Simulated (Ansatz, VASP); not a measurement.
**Al2Ru in VASP and in Ansatz**

INCAR

```
PREC = Accurate ; ENCUT = 520
EDIFF = 1E-7 ; ISMEAR = 0
SIGMA = 0.03 ; LREAL = False
LASPH = True ; NELM = 80
ALGO = Fast ; ISIF = 2
LWAVE = False ; LCHARG = False
NBANDS = 29
```

KPOINTS

```
regular mesh
0
Gamma
  10 10 10
```

File POSCAR:

```
Al2Ru
1.0
    0.0000000000      4.1431957662      4.5549276089
    2.2983308247      0.0000000000      4.5549276089
    2.2983308247      4.1431957662      0.0000000000
Al Ru
4 2
Direct
    0.0788992938      0.4211007062      0.0788992938
    0.4211007062      0.0788992938      0.4211007062
    0.1711007062      0.8288992938      0.1711007062
    0.8288992938      0.1711007062      0.8288992938
    0.7500000000      0.7500000000      0.7500000000
    0.5000000000      0.5000000000      0.5000000000
```

Input for Ansatz:

```yaml
crystal:
  lattice:
    - [0.0, 4.1431957662, 4.5549276089]
    - [2.2983308247, 0.0, 4.5549276089]
    - [2.2983308247, 4.1431957662, 0.0]
  atoms:
    - { symbol: Al, position: [0.0788992938, 0.4211007062, 0.0788992938] }
    - { symbol: Al, position: [0.4211007062, 0.0788992938, 0.4211007062] }
    - { symbol: Al, position: [0.1711007062, 0.8288992938, 0.1711007062] }
    - { symbol: Al, position: [0.8288992938, 0.1711007062, 0.8288992938] }
    - { symbol: Ru, position: [0.75, 0.75, 0.75] }
    - { symbol: Ru, position: [0.5, 0.5, 0.5] }
basis:
  ecutwfc: 420
kpoints:
  mp_grid: { grid: [10, 10, 10] }
hamiltonian:
  xc: lda
  pseudopotentials: { kind: paw, azcp: { folder: soft_1 } }
scf:
  occupations: { method: gaussian, width: 0.03 }
output:
  forces: true
  stress: true
  eigenvalues: true
```

Change from the starting cell: volume 14.458 Å^3 an atom, stretch along a over the lengths across it, relative to the relaxed cell 0.9415.

Alike in both runs: task single point; functional LDA; k mesh 10 × 10 × 10; occupations gaussian, width 0.03 eV; no spin polarisation.

```csv
,VASP,Ansatz
version,VASP 6.6.1,Ansatz 0.2.0
potentials or method,"VASP PAW LDA potentials, release 64 (Al, Ru_pv), cutoff 520 eV","scalar-relativistic, plane waves, PAW"
valence electrons in the cell,40,44
```

VASP gave:

```
gap on the k mesh at the Fermi level (eV)                     : none
pressure (GPa)                                                : -11.5
traceless stress, the component that is largest in VASP (GPa) : 9.39
rms of the force components (eV/Å)                            : 0.080
```

Problem. What did Ansatz give for the same quantities?

Solution. gap on the k mesh at the Fermi level (eV): none; pressure (GPa): -11.8; traceless stress, the component that is largest in VASP (GPa): 9.35; rms of the force components (eV/Å): 0.079.

Ansatz warns that its potentials were made for another functional, while VASP's fit it. LDA's correlation is that of Perdew and Zunger in VASP and of Perdew and Wang (1992) in Ansatz. Atom by atom the forces differ by 0.001 eV/Å (rms over components). A gap of «none» marks a metal or a gap that the smearing closes. VASP's potentials hold 40 valence electrons a cell and Ansatz's 44, so a difference there can come from the potentials and not from the codes.
